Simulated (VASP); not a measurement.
ZnS:

```
CELL_PARAMETERS angstrom
3.82120 0.00000 0.00000
-1.91060 3.30926 0.00000
0.00000 0.00000 6.24000
ATOMIC_POSITIONS crystal
Zn 0.00000 0.00000 0.00000
Zn 0.33333 0.66667 0.50000
S 0.00000 0.00000 0.37500
S 0.33333 0.66667 0.87500
```

| Quantity | Value |
| --- | --- |
| Program | VASP 6.6.1 |
| Task | relaxation of cell and atoms |
| Functional | PBE |
| Potentials or basis | VASP PAW PBE potentials, release 64 (Zn, S) |
| Cutoff | 600 eV |
| k mesh | 12 × 12 × 6 |
| Occupations | gaussian, width 0.02 eV |
| Spin | no spin polarisation |

At the start: pressure 1.8 GPa; volume 19.73 Å³/atom.

Task: How do energy, volume and symmetry change on relaxing?

Result: Over 10 steps the energy falls by 2.9 meV/atom and the volume is 20.23 Å³/atom (+2.5 %); space group P6_3mc (No. 186, to 0.05 Å).

The path:
```
step  energy change (eV)  largest force (eV/Å)  pressure (GPa)  volume (Å³)
   1              0.0000                0.0057            1.83        78.91
   2             -0.0105                0.0105           -0.54        81.51
   3             -0.0114                0.0075           -0.01        80.90
   4             -0.0114                0.0077           -0.04        80.94
   5             -0.0114                0.0080            0.07        80.88
   6             -0.0114                0.0084            0.01        80.89
   7             -0.0114                0.0056           -0.01        80.90
   8             -0.0115                0.0016           -0.04        80.93
   9             -0.0115                0.0004            0.05        80.89
  10             -0.0115                0.0005           -0.02        80.91
```

Final structure:
```yaml
crystal:
  lattice:
    - [3.84809, 0.00000, 0.00000]
    - [-1.92405, 3.33255, 0.00000]
    - [0.00000, 0.00000, 6.30917]
  atoms:
    - { symbol: Zn, position: [0.00000, 0.00000, 0.00021] }
    - { symbol: Zn, position: [0.33333, 0.66667, 0.50021] }
    - { symbol: S, position: [0.00000, 0.00000, 0.37479] }
    - { symbol: S, position: [0.33333, 0.66667, 0.87479] }
```
